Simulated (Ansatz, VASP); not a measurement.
## Mg in VASP and in Ansatz

```xyz
1
Lattice="-1.8360 1.8360 1.6794 1.8360 -1.8360 1.6794 1.8360 1.8360 -1.6794" Properties=species:S:1:pos:R:3 pbc="T T T"
Mg    0.0000    0.0000    0.0000
```

Alike in both runs: task single point; functional PBE; k mesh 14 × 14 × 14; occupations gaussian, width 0.05 eV; no spin polarisation.

|  | VASP | Ansatz |
| --- | --- | --- |
| version | VASP 6.6.1 | Ansatz 0.2.0 |
| potentials or method | VASP PAW PBE potentials, release 64 (Mg), cutoff 520 eV | scalar-relativistic, plane waves, PAW |
| valence electrons in the cell | 2 | 10 |

```tsv
	VASP	Ansatz	Ansatz less VASP
gap on the k mesh at the Fermi level (eV)	none	none	-
pressure (GPa)	0.4	0.5	+0.13
traceless stress, the component that is largest in VASP (GPa)	0.26	0.25	-0.001
```

A gap of «none» marks a metal or a gap that the smearing closes. With one functional, cell and mesh, what is left measures potentials, basis and numerics. VASP's potentials hold 2 valence electrons a cell and Ansatz's 10, so a difference there can come from the potentials and not from the codes.
